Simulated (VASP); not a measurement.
Input of a VASP 6.6.1 run:

INCAR

```
ALGO     = Normal         # electronic algorithm
EDIFF    = 1E-6           # SCF threshold, eV
ENCUT    = 520            # plane-wave cutoff, eV
GGA      = CA             # functional
ISIF     = 2              # what is computed and relaxed
ISMEAR   = -1             # smearing method
LASPH    = T              # aspherical terms in the spheres
LCHARG   = T              # write CHGCAR
LELF     = T              # ELF
LREAL    = F              # projectors in reciprocal space
LVHAR    = T            
LWAVE    = F              # write WAVECAR
NBANDS   = 15             # bands
NELM     = 60             # most SCF steps
PREC     = Accurate       # precision mode
SIGMA    = 0.05           # smearing width, eV
```

File KPOINTS:

```
k-points
0
Gamma
  7 7 7
```

POSCAR

```
KCl
1.0
    3.8646218801      0.0000000000      0.0000000000
    0.0000000000      3.8646218801      0.0000000000
    0.0000000000      0.0000000000      3.8646218801
K Cl
1 1
Direct
    0.0000000000      0.0000000000      0.0000000000
    0.5000000000      0.5000000000      0.5000000000
```

Potentials or basis: VASP PAW LDA potentials, release 64 (K_sv, Cl).

The run is started by

```sh
$ cat potpaw_LDA.64/K_sv/POTCAR potpaw_LDA.64/Cl/POTCAR > POTCAR
$ mpirun -np 1 vasp_std > vasp.out
```

Q: Estimate the pressure.

A: -3.3 GPa.

Q: Estimate the band gap on the k mesh.

A: 4.31 eV, indirect (least direct gap 4.50 eV).

 A k mesh can miss the band edges.
